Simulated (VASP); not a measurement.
# PbSe (Cmcm) in VASP: further runs

The runs below take PbSe through single point, with PBE.

All numbers are computed with VASP 6.6.1; they aren't measurements. Logs are shortened: lines on timing, memory, paths and dates and some standing lists are left out, and cuts for length are marked.

### Step 1. The cell of the first run

It takes space group Cmcm (No. 63, orthorhombic). The conventional cell has a = 4.310 Å, b = 12.268 Å, c = 4.450 Å, α = 90.00°, β = 90.00°, γ = 90.00°. Within 3.7 Å of Pb (site symmetry m2m) lie 5 Se at 2.82 to 3.10 Å. Se (site symmetry m2m) has 5 Pb at 2.82 to 3.10 Å within 3.7 Å.

### Step 2. Single point, PBE

INCAR

```
PREC     = Accurate       # precision mode
ENCUT    = 520            # plane-wave cutoff, eV
EDIFF    = 1E-6           # SCF threshold, eV
ISMEAR   = -1             # smearing method
SIGMA    = 0.05           # smearing width, eV
LREAL    = False          # projectors in reciprocal space
LASPH    = True           # aspherical terms in the spheres
NELM     = 80             # most SCF steps
ALGO     = Normal         # electronic algorithm
ISIF     = 2              # what is computed and relaxed
LWAVE    = False          # write WAVECAR
LCHARG   = True           # write CHGCAR
GGA      = PE             # functional
LELF     = True           # ELF
LVHAR    = True         
NBANDS   = 28             # bands
```

KPOINTS

```
Automatic mesh
0
Gamma
  7 7 6
```

POSCAR

```
PbSe
1.0
    2.1548765900     -6.1339473500      0.0000000000
    2.1548765900      6.1339473500      0.0000000000
    0.0000000000      0.0000000000      4.4504935700
Pb Se
2 2
Direct
    0.3682392700      0.6317607300      0.2500000000
    0.6317607300      0.3682392700      0.7500000000
    0.1387100400      0.8612899600      0.2500000000
    0.8612899600      0.1387100400      0.7500000000
```

Potentials or basis: VASP PAW PBE potentials, release 64 (Pb_d, Se).

Run with:

```bash
$ cat potpaw_PBE.64/Pb_d/POTCAR potpaw_PBE.64/Se/POTCAR > POTCAR
$ mpirun -np 1 vasp_std > vasp.out
```

OUTCAR:

```text
PREC = Accurate
   ENCUT = 520
   EDIFF = 1E-6
   ISMEAR = -1
   LREAL = False
   LASPH = True
   NELM = 80
   ISIF = 2
   GGA = PE

 ion  position               nearest neighbor table
   1  0.368  0.632  0.250-   3 2.82   4 3.10   4 3.10   4 3.10   4 3.10   2 3.92   2 3.92
   2  0.632  0.368  0.750-   4 2.82   3 3.10   3 3.10   3 3.10   3 3.10   1 3.92   1 3.92
   3  0.139  0.861  0.250-   1 2.82   2 3.10   2 3.10   2 3.10   2 3.10
   4  0.861  0.139  0.750-   2 2.82   1 3.10   1 3.10   1 3.10   1 3.10

  LATTYP: Found a base centered orthorhombic cell.
 ALAT       =     4.3097531800
 B/A-ratio  =     2.8465422932
 C/A-ratio  =     1.0326562530

  Lattice vectors:

 A1 = (   2.1548765900,  -6.1339473500,   0.0000000000)
 A2 = (   2.1548765900,   6.1339473500,   0.0000000000)
 A3 = (   0.0000000000,   0.0000000000,   4.4504935700)

Analysis of symmetry for initial positions (statically):
=====================================================================
 Subroutine PRICEL returns:
 Original cell was already a primitive cell.

 Routine SETGRP: Setting up the symmetry group for a
 base centered orthorhombic supercell.

 Subroutine GETGRP returns: Found  8 space group operations
 (whereof  4 operations were pure point group operations)
 out of a pool of  8 trial point group operations.

The static configuration has the point symmetry C_2h.
 The point group associated with its full space group is D_2h.

Analysis of symmetry for dynamics (positions and initial velocities):
=====================================================================
 Subroutine PRICEL returns:
 Original cell was already a primitive cell.

 Routine SETGRP: Setting up the symmetry group for a
 base centered orthorhombic supercell.

 Subroutine GETGRP returns: Found  8 space group operations
 (whereof  4 operations were pure point group operations)
 out of a pool of  8 trial point group operations.

The dynamic configuration has the point symmetry C_2h.
 The point group associated with its full space group is D_2h.

 Subroutine INISYM returns: Found  8 space group operations
 (whereof  4 operations are pure point group operations),
 and found     1 'primitive' translations

----------------------------------------------------------------------------------------

                                     Primitive cell

  volume of cell :     117.6524

  direct lattice vectors                    reciprocal lattice vectors
     2.154876590 -6.133947350  0.000000000     0.232031849 -0.081513579  0.000000000
     2.154876590  6.133947350  0.000000000     0.232031849  0.081513579  0.000000000
     0.000000000  0.000000000  4.450493570     0.000000000  0.000000000  0.224694179

  length of vectors
     6.501446240  6.501446240  4.450493570     0.245933411  0.245933411  0.224694179

  position of ions in fractional coordinates (direct lattice)
     0.368239270  0.631760730  0.250000000
     0.631760730  0.368239270  0.750000000
     0.138710040  0.861289960  0.250000000
     0.861289960  0.138710040  0.750000000

  ion indices of the primitive-cell ions
   primitive index   ion index
                 1           1
                 2           2
                 3           3
                 4           4

----------------------------------------------------------------------------------------

 KPOINTS: Automatic mesh

Automatic generation of k-mesh.
 Grid dimensions read from file:
 generate k-points for:    7    7    6

 Generating k-lattice:

  Cartesian coordinates                     Fractional coordinates (reciprocal lattice)
     0.033147407 -0.011644797  0.000000000     0.142857143  0.000000000  0.000000000
     0.033147407  0.011644797  0.000000000     0.000000000  0.142857143  0.000000000
     0.000000000  0.000000000  0.037449030     0.000000000  0.000000000  0.166666667

  Length of vectors
     0.035133344  0.035133344  0.037449030

  Shift w.r.t. Gamma in fractional coordinates (k-lattice)
     0.000000000  0.000000000  0.000000000

 Subroutine IBZKPT returns following result:
 ===========================================

 Found     64 irreducible k-points:

 Following reciprocal coordinates:
            Coordinates               Weight
  0.000000  0.000000  0.000000      1.000000
  0.142857 -0.000000  0.000000      4.000000
  0.285714 -0.000000  0.000000      4.000000
  0.428571 -0.000000  0.000000      4.000000
  0.142857  0.142857  0.000000      2.000000
  0.285714  0.142857  0.000000      4.000000
[... 16 lines left out ...]
  0.428571  0.142857  0.166667      8.000000
 -0.428571  0.142857  0.166667      8.000000
 [... further k-points ...]
   k-points           NKPTS =     64   k-points in BZ     NKDIM =     64   number of bands    NBANDS=     28
   number of dos      NEDOS =    301   number of ions     NIONS =      4
   total plane-waves  NPLWV =  82944
   dimension x,y,z NGX =    48 NGY =   48 NGZ =   36
   dimension x,y,z NGXF=    96 NGYF=   96 NGZF=   72
   ions per type =               2   2
   NGX,Y,Z   is equivalent  to a cutoff of  12.27, 12.27, 13.45 a.u.
   NGXF,Y,Z  is equivalent  to a cutoff of  24.55, 24.55, 26.90 a.u.
 SYSTEM =  unknown system
   PREC   = accura    normal or accurate (medium, high low for compatibility)
   ISTART =      0    job   : 0-new  1-cont  2-samecut
   ICHARG =      2    charge: 1-file 2-atom 10-const
   ISPIN  =      1    spin polarized calculation?
   LNONCOLLINEAR =      F non collinear calculations
   LSORBIT =      F    spin-orbit coupling
   LASPH  =      T    aspherical Exc in radial PAW
   ENCUT  =  520.0 eV  38.22 Ry    6.18 a.u.  12.09 12.09  8.27*2*pi/ulx,y,z
   NELM   =     80;   NELMIN=  2; NELMDL= -5     # of ELM steps
   EDIFF  = 0.1E-05   stopping-criterion for ELM
   LREAL  =      F    real-space projection
   EDIFFG = 0.1E-04   stopping-criterion for IOM
   NSW    =      0    number of steps for IOM
   IBRION =     -1    ionic relax: 0-MD 1-quasi-New 2-CG
   NFREE  =      0    steps in history (QN), initial steepest desc. (CG)
   ISIF   =      2    stress and relaxation
   ISYM   =      2    0-nonsym 1-usesym 2-fastsym
   POTIM  = 0.5000    time-step for ionic-motion
   TEBEG  =    0.0;   TEEND  =   0.0 temperature during run
   PSTRESS=    0.0 pullay stress
   NELECT =      40.0000    total number of electrons
   NUPDOWN=      -1.0000    fix difference up-down
   EMIN   =  10.00;   EMAX   =-10.00  energy-range for DOS
   EFERMI =   0.00;   METHOD = LEGACY
   ISMEAR =    -1;   SIGMA  =   0.05  broadening in eV -4-tet -1-fermi 0-gaus
   EFERMI_NEDOS =   21; number of points for ismear=-14 and -15
   IALGO  =     38    algorithm
   IMIX   =      4    mixing-type and parameters
     AMIX     =   0.40;   BMIX     =  1.00
     AMIX_MAG =   1.60;   BMIX_MAG =  1.00
  volume/ion in A,a.u.               =      29.41       198.49
  Fermi-wavevector in a.u.,A,eV,Ry     =   1.142601  2.159203 17.762912  1.305537
  Thomas-Fermi vector in A             =   2.279299
   LORBIT       =      0    0 simple, 1 ext, 2 COOP (PROOUT), +10 PAW based schemes
   GGA     = PE    functional components
   LHFCALC =     F    Hartree Fock is set to
   AEXX    =    0.0000 exact exchange contribution
   IVDW    =     0    specifies the selected vdW correction
   LEPSILON=     F    determine dielectric tensor
   LRPA    =     F    only Hartree local field effects (RPA)
 non-spin polarized calculation
  energy-cutoff  :      520.00
  volume of cell :      117.65
 maximum number of plane-waves:      3188
   NGX = 25   NGY = 25   NGZ = 17

 number of electron      39.9999995 magnetization

 Free energy of the ion-electron system (eV)
  ---------------------------------------------------
  ext. energy  EPLUGINS =         0.00000000
  ---------------------------------------------------
  free energy    TOTEN  =       -16.18983094 eV

  energy without entropy =      -16.18982904  energy(sigma->0) =      -16.18982999

 E-fermi :   4.8206     XC(G=0):  -9.4247

 val. band max:        4.3175855018   @ k =   0.2857   0.1429   0.0000
 cond. band min:       5.3344947951   @ k =   0.2857   0.1429   0.0000
 fundamental gap:      1.0169092933
 Fermi energy:         4.8206172697

 k-point     1 :       0.0000    0.0000    0.0000
  band No.  band energies     occupation
      1     -12.2063      2.00000
      2     -12.1258      2.00000
      3     -12.1193      2.00000
      4     -12.1176      2.00000
      5     -12.0966      2.00000
      6     -12.0912      2.00000
[... 20 lines left out ...]
     27       9.7902      0.00000
     28      11.1950      0.00000

 k-point     2 :       0.1429   -0.0000    0.0000
  band No.  band energies     occupation
      1     -12.1965      2.00000
      2     -12.1220      2.00000
      3     -12.1170      2.00000
      4     -12.1118      2.00000
      5     -12.1013      2.00000
      6     -12.0930      2.00000
[... 20 lines left out ...]
     27      10.0730      0.00000
     28      11.3725      0.00000

 k-point     3 :       0.2857   -0.0000    0.0000
  band No.  band energies     occupation
      1     -12.1726      2.00000
      2     -12.1186      2.00000
      3     -12.1163      2.00000
      4     -12.1121      2.00000
      5     -12.0981      2.00000
      6     -12.0959      2.00000
[... 20 lines left out ...]
     27      11.2717      0.00000
     28      11.9442      0.00000

 k-point     4 :       0.4286   -0.0000    0.0000
  band No.  band energies     occupation
      1     -12.1461      2.00000
      2     -12.1242      2.00000
      3     -12.1225      2.00000
      4     -12.1210      2.00000
      5     -12.0965      2.00000
      6     -12.0942      2.00000
[... 20 lines left out ...]
     27      12.2081      0.00000
     28      12.8227      0.00000

 k-point     5 :       0.1429    0.1429    0.0000
  band No.  band energies     occupation
      1     -12.1739      2.00000
      2     -12.1213      2.00000
      3     -12.1143      2.00000
      4     -12.1093      2.00000
      5     -12.1003      2.00000
      6     -12.0956      2.00000
[... 20 lines left out ...]
     27      11.2894      0.00000
     28      11.6707      0.00000

 k-point     6 :       0.2857    0.1429    0.0000
  band No.  band energies     occupation
      1     -12.1481      2.00000
      2     -12.1266      2.00000
      3     -12.1221      2.00000
      4     -12.1160      2.00000
      5     -12.0959      2.00000
      6     -12.0931      2.00000
[... 463 lines left out ...]
      5     -12.1066      2.00000
      6     -12.0879      2.00000
[... 20 lines left out ...]
     27      10.9813      0.00000
     28      11.8927      0.00000

 k-point    22 :       0.2857    0.1429    0.1667
  band No.  band energies     occupation
      1     -12.1618      2.00000
      2     -12.1476      2.00000
      3     -12.1230      2.00000
      4     -12.1065      2.00000
      5     -12.1008      2.00000
      6     -12.0888      2.00000
[... 20 lines left out ...]
     27      10.8778      0.00000
     28      12.4163      0.00000

 k-point    23 :       0.4286    0.1429    0.1667
  band No.  band energies     occupation
      1     -12.1602      2.00000
      2     -12.1483      2.00000
      3     -12.1211      2.00000
      4     -12.1068      2.00000
      5     -12.0977      2.00000
      6     -12.0908      2.00000
[... 20 lines left out ...]
     27      11.3634      0.00000
     28      12.1032      0.00000

 k-point    24 :      -0.4286    0.1429    0.1667
  band No.  band energies     occupation
      1     -12.1724      2.00000
      2     -12.1323      2.00000
      3     -12.1179      2.00000
      4     -12.1067      2.00000
      5     -12.1009      2.00000
      6     -12.0921      2.00000
[... 20 lines left out ...]
     27      11.5989      0.00000
     28      12.0810      0.00000

 [... further k-points ...]

------------------------ aborting loop because EDIFF is reached ----------------------------------------

  FORCE on cell =-STRESS in cart. coord.  units (eV):
  Direction    XX          YY          ZZ          XY          YZ          ZX
  --------------------------------------------------------------------------------------
  -------------------------------------------------------------------------------------
  Total        0.6703191      0.8736097      0.6750315      0.0000000      0.0000000      0.0000000
  in kB        9.1283341     11.8967241      9.1925072      0.0000000      0.0000000      0.0000000
  external PRESSURE =      10.0725218 kB  Pullay stress =       0.0000000 kB

 VOLUME and BASIS-vectors are now :
 -----------------------------------------------------------------------------
  energy-cutoff  :      520.00
  volume of cell :      117.65
      direct lattice vectors                 reciprocal lattice vectors
     2.154876590 -6.133947350  0.000000000     0.232031849 -0.081513579  0.000000000
     2.154876590  6.133947350  0.000000000     0.232031849  0.081513579  0.000000000
     0.000000000  0.000000000  4.450493570     0.000000000  0.000000000  0.224694179

 POSITION                                       TOTAL-FORCE (eV/Angst)
 -----------------------------------------------------------------------------------
      2.15488      1.61643      1.11262         0.000000     -0.091774      0.000000
      2.15488     -1.61643      3.33787         0.000000      0.091774     -0.000000
      2.15488      4.43227      1.11262         0.000000      0.135662      0.000000
      2.15488     -4.43227      3.33787         0.000000     -0.135662     -0.000000
 -----------------------------------------------------------------------------------
    total drift:                                0.000000     -0.000000     -0.000000

  FREE ENERGIE OF THE ION-ELECTRON SYSTEM (eV)
  ---------------------------------------------------
  free  energy   TOTEN  =       -16.1898309362 eV

  energy  without entropy=      -16.1898290405  energy(sigma->0) =      -16.18982999
```

It took 2.4 min on 1 thread of AMD EPYC 9R45 (Zen 5), shared host; peak memory 0.36 GiB.

What came out:

```
Free energy            : -16.1898 eV
Pressure               : 1.0 GPa
Largest force          : 0.136 eV/Å
Band gap on the k mesh : 1.02 eV, direct
```

Forces on the atoms (eV/Å):
```
Pb   0.000 -0.092  0.000
Pb   0.000  0.092  0.000
Se   0.000  0.136  0.000
Se   0.000 -0.136  0.000
```

Caveat: spin-orbit coupling is left out, which moves the levels of the heavy elements. A k mesh can miss the band edges.

### Step 3. Single point, PBE

This run uses another cell than the first one, of 30.00 Å³/atom, 1.020 times its volume.

INCAR

```
SYSTEM = PbSe
ALGO = Normal
EDIFF = 1E-7
ENCUT = 520
GGA = PE
ISIF = 2
ISMEAR = -1
LASPH = .True.
LCHARG = .True.
LELF = .True.
LREAL = .False.
LVHAR = .True.
LWAVE = .False.
NBANDS = 28
NELM = 100
PREC = Accurate
SIGMA = 0.05
```

KPOINTS

```
k-points
0
Gamma
  7 7 6
  0 0 0
```

POSCAR

```
PbSe
1.0
    2.1691477118     -6.1745707018      0.0000000000
    2.1691477118      6.1745707018      0.0000000000
    0.0000000000      0.0000000000      4.4799678963
Pb Se
2 2
Direct
    0.3682392700      0.6317607300      0.2500000000
    0.6317607300      0.3682392700      0.7500000000
    0.1387100400      0.8612899600      0.2500000000
    0.8612899600      0.1387100400      0.7500000000
```

Potentials or basis: VASP PAW PBE potentials, release 64 (Pb_d, Se).

Run with:

```bash
$ cat potpaw_PBE.64/Pb_d/POTCAR potpaw_PBE.64/Se/POTCAR > POTCAR
$ mpirun -np 1 vasp_std > vasp.out
```

It took 3.3 min on 1 thread of AMD EPYC 7R13 (Zen 3), shared host; peak memory 0.37 GiB.

It converged, with:

```yaml
Free_energy: -16.1983 eV
Pressure: 0.1 GPa
Largest_force: 0.062 eV/Å
Band_gap_on_the_k_mesh: 1.03 eV, direct
```

Forces on the atoms (eV/Å):
```
Pb   0.000  0.011  0.000
Pb   0.000 -0.011  0.000
Se   0.000  0.062  0.000
Se   0.000 -0.062  0.000
```

Stress tensor (GPa, compression positive):
```
-0.04  0.00  0.00
 0.00  0.29  0.00
 0.00  0.00 -0.02
```

Levels at points of the mesh, in eV from the valence-band top:
```
           k point  band 16  band 17  band 18  band 19  band 20  band 21  band 22  band 23  band 24  band 25
(0.00, 0.00, 0.00)    -2.76    -2.11    -1.52    -1.27    -0.41     4.38     4.48     4.59     5.21     5.23
(0.00, 0.00, 0.50)    -2.57    -0.87    -0.87    -0.09    -0.09     1.51     1.51     2.34     2.34     4.76
```

Caveat: spin-orbit coupling is left out, which moves the levels of the heavy elements. A k mesh can miss the band edges.

(Continued in part 2 of 2.)
